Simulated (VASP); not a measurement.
AlN: single point with PBEsol

AlN:

```xyz
4
Lattice="3.2421 0.0000 0.0000 -1.6211 2.8077 0.0000 0.0000 0.0000 4.2655" Properties=species:S:1:pos:R:3 pbc="T T T"
Al    0.0000    1.8718    3.1991
Al    1.6211    0.9359    1.0664
N     0.0000    1.8718    1.0664
N     1.6211    0.9359    3.1991
```

```
Program             : VASP 6.6.1
Task                : single point
Functional          : PBEsol
Potentials or basis : VASP PAW PBE potentials, release 64 (Al, N)
Cutoff              : 520 eV
k mesh              : 9 × 9 × 6
Occupations         : gaussian, width 0.05 eV
Spin                : no spin polarisation
```

```
Pressure               : 3.4 GPa
Band gap on the k mesh : 3.28 eV, direct
```

Stress tensor (GPa, compression positive):
```
 6.84  0.00  0.00
 0.00  6.84  0.00
 0.00  0.00 -3.38
```

Levels at points of the mesh, in eV from the valence-band top:
| k point | band 4 | band 5 | band 6 | band 7 | band 8 | band 9 | band 10 | band 11 | band 12 | band 13 |
| --- | --- | --- | --- | --- | --- | --- | --- | --- | --- | --- |
| (0.00, 0.00, 0.00) | -3.36 | -3.36 | -1.87 | -1.87 | 0.00 | 3.28 | 4.60 | 8.38 | 8.38 | 11.22 |
| (0.00, 0.00, 0.50) | -3.92 | -2.65 | -2.65 | -2.65 | -2.65 | 5.64 | 5.64 | 8.60 | 8.60 | 8.60 |

It took 18 s on 1 thread of Intel(R) Xeon(R) Platinum 8259CL CPU @ 2.50GHz (Skylake/Cascade Lake), with other jobs on the host, peak memory 0.15 GiB.

Caveat: the PAW data sets were made with another functional, which shifts forces and pressure a little. As with any semilocal functional, this PBEsol gap is likely too small.
